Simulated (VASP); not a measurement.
# SiO2 (P4_12_12) in VASP: a series of runs, part 2 of 2

VASP 6.6.1.

## (4) Single point, PBE (14.38 Å³/atom)

This run uses another cell than the first one, of 14.38 Å³/atom.

INCAR reads:

```
SYSTEM = SiO2
PREC = Accurate
ENCUT = 520
EDIFF = 1E-6
ISMEAR = 0
SIGMA = 0.01
LREAL = .False.
LASPH = .True.
NELM = 80
ALGO = Normal
ISIF = 2
LWAVE = .False.
LCHARG = .True.
GGA = PE
LELF = .True.
LVHAR = .True.
NBANDS = 44
```

KPOINTS reads:

```
Automatic mesh
0
Gamma
  4 4 4
  0 0 0
```

POSCAR reads:

```
SiO2
1.0
    4.9799220101      0.0000000000      0.0000000000
    0.0000000000      4.9799220101      0.0000000000
    0.0000000000      0.0000000000      6.9559199070
Si O
4 8
Direct
    0.2938575670      0.2938575670      0.0000000000
    0.2061424330      0.7938575670      0.2500000000
    0.7061424330      0.7061424330      0.5000000000
    0.7938575670      0.2061424330      0.7500000000
    0.2411800963      0.0934526078      0.1742257711
    0.4065473922      0.7411800963      0.4242257711
    0.7588199037      0.9065473922      0.6742257711
    0.5934526078      0.2588199037      0.9242257711
    0.7411800963      0.4065473922      0.5757742289
    0.9065473922      0.7588199037      0.3257742289
    0.2588199037      0.5934526078      0.0757742289
    0.0934526078      0.2411800963      0.8257742289
```

Potentials or basis: VASP PAW PBE potentials, release 64 (Si, O).

Started as:

```bash
$ cat potpaw_PBE.64/Si/POTCAR potpaw_PBE.64/O/POTCAR > POTCAR
$ mpirun -np 1 vasp_std > vasp.out
```

OUTCAR:

```text
SYSTEM = SiO2
   PREC = Accurate
   ENCUT = 520
   EDIFF = 1E-6
   ISMEAR = 0
   LREAL = .False.
   LASPH = .True.
   NELM = 80
   ISIF = 2
   GGA = PE

 ion  position               nearest neighbor table
   1  0.294  0.294  0.000-   5 1.59  12 1.59  11 1.59   8 1.59   2 3.07   4 3.07   2 3.07   4 3.07

   2  0.206  0.794  0.250-   6 1.59  11 1.59  10 1.59   5 1.59   1 3.07   3 3.07   1 3.07   3 3.07

   3  0.706  0.706  0.500-   7 1.59  10 1.59   9 1.59   6 1.59   2 3.07   4 3.07   4 3.07   2 3.07

   4  0.794  0.206  0.750-   8 1.59   9 1.59   7 1.59  12 1.59   1 3.07   3 3.07   3 3.07   1 3.07

   5  0.241  0.093  0.174-   1 1.59   2 1.59
   6  0.407  0.741  0.424-   2 1.59   3 1.59
   7  0.759  0.907  0.674-   3 1.59   4 1.59
   8  0.593  0.259  0.924-   4 1.59   1 1.59
   9  0.741  0.407  0.576-   4 1.59   3 1.59
  10  0.907  0.759  0.326-   3 1.59   2 1.59
  11  0.259  0.593  0.076-   2 1.59   1 1.59
  12  0.093  0.241  0.826-   1 1.59   4 1.59

  LATTYP: Found a simple tetragonal cell.
 ALAT       =     4.9799220101
 C/A-ratio  =     1.3967929403

[... 209 lines left out ...]
      5     -17.3547      2.00000
      6     -17.3528      2.00000
[... 835 lines left out ...]
     43      10.8166      0.00000
     44      10.8166      0.00000

------------------------ aborting loop because EDIFF is reached ----------------------------------------

  FORCE on cell =-STRESS in cart. coord.  units (eV):
  Direction    XX          YY          ZZ          XY          YZ          ZX
  --------------------------------------------------------------------------------------
  -------------------------------------------------------------------------------------
  Total       11.9565479     11.9565479     11.9438332      0.0000000      0.0000000      0.0000000
  in kB      111.0495321    111.0495321    110.9314418      0.0000000      0.0000000      0.0000000
  external PRESSURE =     111.0101687 kB  Pullay stress =       0.0000000 kB

 VOLUME and BASIS-vectors are now :
 -----------------------------------------------------------------------------
  energy-cutoff  :      520.00
  volume of cell :      172.50
      direct lattice vectors                 reciprocal lattice vectors
     4.979922010  0.000000000  0.000000000     0.200806358  0.000000000  0.000000000
     0.000000000  4.979922010  0.000000000     0.000000000  0.200806358  0.000000000
     0.000000000  0.000000000  6.955919907     0.000000000  0.000000000  0.143762437

 POSITION                                       TOTAL-FORCE (eV/Angst)
 -----------------------------------------------------------------------------------
      1.46339      1.46339      0.00000         0.043052      0.043052      0.000000
      1.02657      3.95335      1.73898        -0.043052      0.043052      0.000000
      3.51653      3.51653      3.47796        -0.043052     -0.043052      0.000000
      3.95335      1.02657      5.21694         0.043052     -0.043052      0.000000
      1.20106      0.46539      1.21190        -0.058852      0.385369      0.472904
      2.02457      3.69102      2.95088        -0.385369     -0.058852      0.472904
      3.77886      4.51454      4.68986         0.058852     -0.385369      0.472904
      2.95535      1.28890      6.42884         0.385369      0.058852      0.472904
      3.69102      2.02457      4.00504        -0.058852     -0.385369     -0.472904
      4.51454      3.77886      2.26606        -0.385369      0.058852     -0.472904
      1.28890      2.95535      0.52708         0.058852      0.385369     -0.472904
      0.46539      1.20106      5.74402         0.385369     -0.058852     -0.472904
 -----------------------------------------------------------------------------------
    total drift:                                0.000000     -0.000000      0.000000

  FREE ENERGIE OF THE ION-ELECTRON SYSTEM (eV)
  ---------------------------------------------------
  free  energy   TOTEN  =       -94.5740705395 eV

  energy  without entropy=      -94.5740705395  energy(sigma->0) =      -94.57407054
```

It took 80 s on 1 thread of Intel Xeon 6975P-C (Granite Rapids), shared host; peak memory 0.31 GiB.

Results:

| Property | Result |
| --- | --- |
| Free energy | -94.5741 eV |
| Pressure | 11.1 GPa |
| Largest force | 0.613 eV/Å |
| Band gap on the k mesh | 5.84 eV |

Forces on the atoms (eV/Å):
```
Si   0.043  0.043  0.000
Si  -0.043  0.043  0.000
Si  -0.043 -0.043  0.000
Si   0.043 -0.043  0.000
O   -0.059  0.385  0.473
O   -0.385 -0.059  0.473
O    0.059 -0.385  0.473
O    0.385  0.059  0.473
O   -0.059 -0.385 -0.473
O   -0.385  0.059 -0.473
O    0.059  0.385 -0.473
O    0.385 -0.059 -0.473
```

Caveat: the cell stands under pressure. A k mesh can miss the band edges.

## (5) Summary

```csv
level,cell,gap on the mesh (eV),pressure (GPa),largest force (eV/Å)
r2SCAN,"a = 5.028, b = 5.028, c = 6.983 Å, 12 atoms, atomic positions A",6.18,-4.7,0.32
r2SCAN,"a = 5.077, b = 5.077, c = 7.050 Å, 12 atoms, atomic positions A",6.00,-9.0,0.60
PBE,"a = 4.980, b = 4.980, c = 6.956 Å, 12 atoms, atomic positions B",5.84,11.1,0.61
```

Alike in all rows: task single point; potentials or basis VASP PAW PBE potentials, release 64 (Si, O); no spin polarisation; k mesh 4 × 4 × 4; cutoff (eV) 520; smearing gaussian 0.01 eV.

Caveats: the cell stands under tension (at least some runs); the PAW data sets were made with another functional, which shifts forces and pressure a little (at least some runs); the cell stands under pressure (at least some runs).

Total energies depend on the potentials used, so only differences within one code and one set of settings carry meaning.
